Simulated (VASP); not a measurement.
# HOs (Fmmm) in VASP: relaxation of cell and atoms with PBE

Aim: the relaxation of cell and atoms of HOs with PBE.

Program: VASP 6.6.1. These are calculated values, not measurements. Logs are shortened: lines on timing, memory, paths and dates and some standing lists are left out, and cuts for length are marked.

## 1. The cell of the first run

It takes space group Fmmm (No. 69, orthorhombic). Conventional cell: a = 4.257 Å, b = 4.528 Å, c = 4.833 Å, α = 90.00°, β = 90.00°, γ = 90.00°. Within 2.8 Å of H (site symmetry mmm) lie 6 Os at 2.13 to 2.42 Å. Os (site symmetry mmm) has 6 H at 2.13 to 2.42 Å within 2.8 Å.

## 2. Relaxation of cell and atoms, PBE

The input, INCAR:

```
ALGO = Normal ; EDIFF = 1E-7
EDIFFG = -0.04 ; ENCUT = 600
GGA = PE ; IBRION = 2
ISIF = 3 ; ISMEAR = 0
LASPH = T ; LCHARG = F
LREAL = F ; LWAVE = F
NELM = 80 ; NSW = 90
PREC = Accurate ; SIGMA = 0.1
```

The input, KPOINTS:

```
k-points
0
Gamma
  6 6 6
```

The input, POSCAR:

```
HOs
1.0
    0.0000000000      2.2640679459      2.4164164432
    2.1286470594      0.0000000000      2.4164164432
    2.1286470594      2.2640679459      0.0000000000
H Os
1 1
Direct
    0.0000000000      0.0000000000      0.0000000000
    0.5000000000      0.5000000000      0.5000000000
```

Potentials or basis: VASP PAW PBE potentials, release 64 (H, Os).

Run with:

```
$ cat potpaw_PBE.64/H/POTCAR potpaw_PBE.64/Os/POTCAR > POTCAR
$ mpirun -np 1 vasp_std > vasp.out
```

OUTCAR:

```text
EDIFF = 1E-7
   EDIFFG = -0.04
   ENCUT = 600
   GGA = PE
   IBRION = 2
   ISIF = 3
   ISMEAR = 0
   LASPH = T
   LREAL = F
   NELM = 80
   NSW = 90
   PREC = Accurate

 ion  position               nearest neighbor table
   1  0.000  0.000  0.000-   2 2.13   2 2.13
   2  0.500  0.500  0.500-   1 2.13   1 2.13

  LATTYP: Found a face centered orthorhombic cell.
 ALAT       =     4.2572941188
 B/A-ratio  =     1.0636182903
 C/A-ratio  =     1.1351888668

  Lattice vectors:

 A1 = (   0.0000000000,   2.2640679459,   2.4164164432)
 A2 = (   2.1286470594,   0.0000000000,   2.4164164432)
 A3 = (   2.1286470594,   2.2640679459,   0.0000000000)

Analysis of symmetry for initial positions (statically):
=====================================================================
 Subroutine PRICEL returns:
 Original cell was already a primitive cell.

 Routine SETGRP: Setting up the symmetry group for a
 face centered orthorhombic supercell.

 Subroutine GETGRP returns: Found  8 space group operations
 (whereof  8 operations were pure point group operations)
 out of a pool of  8 trial point group operations.

The static configuration has the point symmetry D_2h.

Analysis of symmetry for dynamics (positions and initial velocities):
=====================================================================
 Subroutine PRICEL returns:
 Original cell was already a primitive cell.

 Routine SETGRP: Setting up the symmetry group for a
 face centered orthorhombic supercell.

 Subroutine GETGRP returns: Found  8 space group operations
 (whereof  8 operations were pure point group operations)
 out of a pool of  8 trial point group operations.

The dynamic configuration has the point symmetry D_2h.

 Subroutine INISYM returns: Found  8 space group operations
 (whereof  8 operations are pure point group operations),
 and found     1 'primitive' translations

----------------------------------------------------------------------------------------

                                     Primitive cell

  volume of cell :      23.2914

  direct lattice vectors                    reciprocal lattice vectors
     0.000000000  2.264067946  2.416416443    -0.234890983  0.220841429  0.206917976
     2.128647059  0.000000000  2.416416443     0.234890983 -0.220841429  0.206917976
     2.128647059  2.264067946  0.000000000     0.234890983  0.220841429 -0.206917976

  length of vectors
     3.311355023  3.220280536  3.107594241     0.383092364  0.383092364  0.383092364

  position of ions in fractional coordinates (direct lattice)
[... 101 lines left out ...]
  Fermi-wavevector in a.u.,A,eV,Ry     =   1.192406  2.253320 19.345189  1.421831
  Thomas-Fermi vector in A             =   2.328445
   LORBIT       =      0    0 simple, 1 ext, 2 COOP (PROOUT), +10 PAW based schemes
   GGA     = PE    functional components
   LHFCALC =     F    Hartree Fock is set to
   AEXX    =    0.0000 exact exchange contribution
   IVDW    =     0    specifies the selected vdW correction
   LEPSILON=     F    determine dielectric tensor
   LRPA    =     F    only Hartree local field effects (RPA)
 conjugate gradient relaxation of ions
 non-spin polarized calculation
 Gauss-broadening in eV      SIGMA  =   0.10
  energy-cutoff  :      600.00
  volume of cell :       23.29
 maximum number of plane-waves:       793
 NGX is ok and might be reduce to    28
   NGX = 13   NGY = 13   NGZ = 13

--------------------------------------- Ionic step        1  -------------------------------------------

 number of electron       9.0000000 magnetization

 Free energy of the ion-electron system (eV)
  ---------------------------------------------------
  ext. energy  EPLUGINS =         0.00000000
  ---------------------------------------------------
  free energy    TOTEN  =       -12.15737222 eV

  energy without entropy =      -12.14126261  energy(sigma->0) =      -12.14931742

------------------------ aborting loop because EDIFF is reached ----------------------------------------

  FORCE on cell =-STRESS in cart. coord.  units (eV):
  Direction    XX          YY          ZZ          XY          YZ          ZX
  --------------------------------------------------------------------------------------
  -------------------------------------------------------------------------------------
  Total       -6.4328422     -6.9769062     -7.4260382     -0.0000000      0.0000000      0.0000000
  in kB     -442.5054102   -479.9307467   -510.8258489     -0.0000000      0.0000000      0.0000000
  external PRESSURE =    -477.7540019 kB  Pullay stress =       0.0000000 kB
[... 23 lines left out ...]
--------------------------------------- Ionic step        2  -------------------------------------------

 number of electron       9.0000000 magnetization

 E-fermi :  12.2077     XC(G=0): -14.8396

 val. band max:       12.1548986619   @ k =   0.5000   0.1667   0.3333
 cond. band min:      12.2234490951   @ k =   0.3333   0.0000   0.3333
 fundamental gap:      0.0685504332
 Fermi energy:        12.2077485364

 k-point     1 :       0.0000    0.0000    0.0000
  band No.  band energies     occupation
      1      -3.5467      2.00000
      2       7.2278      2.00000
      3       8.0977      2.00000
      4       8.7462      2.00000
      5      10.0970      2.00000
      6      11.8534      2.00000
      7      23.1040      0.00000
      8      25.0542      0.00000
[... 318 lines left out ...]
  FREE ENERGIE OF THE ION-ELECTRON SYSTEM (eV)
  ---------------------------------------------------
  free  energy   TOTEN  =       -13.5265179934 eV

  energy  without entropy=      -13.5164876454  energy(sigma->0) =      -13.52150282

[... ionic steps 4 to 7 ...]

--------------------------------------- Ionic step        8  -------------------------------------------

 number of electron       9.0000000 magnetization

------------------------ aborting loop because EDIFF is reached ----------------------------------------
[... 67 lines left out ...]
--------------------------------------- Ionic step       10  -------------------------------------------

 number of electron       9.0000000 magnetization

 Free energy of the ion-electron system (eV)
  ---------------------------------------------------
  ext. energy  EPLUGINS =         0.00000000
  ---------------------------------------------------
  free energy    TOTEN  =       -13.64765195 eV

  energy without entropy =      -13.63963174  energy(sigma->0) =      -13.64364184

 E-fermi :   8.8780     XC(G=0): -13.6479

 val. band max:        8.8256895653   @ k =   0.5000   0.1667   0.3333
 cond. band min:       8.9881177871   @ k =   0.3333   0.0000   0.0000
 fundamental gap:      0.1624282219
 Fermi energy:         8.8779605902

 k-point     1 :       0.0000    0.0000    0.0000
  band No.  band energies     occupation
      1      -4.3639      2.00000
      2       5.7579      2.00000
      3       5.7788      2.00000
      4       5.7963      2.00000
      5       8.0386      2.00000
      6       8.0819      2.00000
      7      18.1785      0.00000
      8      21.9345      0.00000
[... 282 lines left out ...]
  FREE ENERGIE OF THE ION-ELECTRON SYSTEM (eV)
  ---------------------------------------------------
  free  energy   TOTEN  =       -13.6476519497 eV

  energy  without entropy=      -13.6396317392  energy(sigma->0) =      -13.64364184

 reached required accuracy - stopping structural energy minimisation
```

CONTCAR:

```text
HOs
   1.00000000000000
    -0.0000000000000000    2.0275763912261011    2.0239650022660096
     2.0209530939605767   -0.0000000000000000    2.0239650022660096
     2.0209530939605767    2.0275763912261011    0.0000000000000000
  H               Os
     1     1
Direct
     0.0000000000000000    0.0000000000000000    0.0000000000000000
     0.5000000000000000    0.5000000000000000    0.5000000000000000

  0.00000000E+00  0.00000000E+00  0.00000000E+00
  0.00000000E+00  0.00000000E+00  0.00000000E+00
```

It took 54 s on 1 thread of Intel Xeon 6975P-C (Granite Rapids), shared host; peak memory 0.18 GiB.

What came out:

```yaml
Free_energy: -13.6477 eV
Relaxed_volume: 8.29 Å³/atom
Relaxed_cell: a = 2.865 Å, b = 2.860 Å, c = 2.863 Å, α = 60.08°, β = 59.92°, γ = 60.00°
Space_group_after_relaxing_to_0.05_Å: Fm-3m (No. 225)
Energy_gained_by_relaxing: 745.1 meV/atom
Ionic_steps: 10
Pressure_after_relaxing: 0.0 GPa
```

Step by step:
```csv
step,energy change (eV),largest force (eV/Å),pressure (GPa),volume (Å³)
1,0.0000,0.0000,-47.78,23.29
2,-0.4016,0.0000,119.54,13.43
3,-1.3691,0.0000,-2.72,16.90
4,-1.3714,0.0000,-0.18,16.76
5,-1.3715,0.0000,2.08,16.64
6,-1.4801,0.0000,7.81,16.22
7,-1.4801,0.0000,8.08,16.21
8,-1.4749,0.0000,-9.20,17.09
9,-1.4903,0.0000,-0.19,16.59
10,-1.4903,0.0000,0.01,16.59
```

Final structure:
```yaml
crystal:
  lattice:
    - [0.00000, 2.02758, 2.02397]
    - [2.02095, 0.00000, 2.02397]
    - [2.02095, 2.02758, 0.00000]
  atoms:
    - { symbol: H, position: [0.00000, 0.00000, 0.00000] }
    - { symbol: Os, position: [0.50000, 0.50000, 0.50000] }
```

Caveat: the k points lie up to 0.45 Å⁻¹ apart in the final cell; the volume moved by over 15 % at a fixed basis, so the end points are rough; spin-orbit coupling is left out, which moves the levels of the heavy elements.
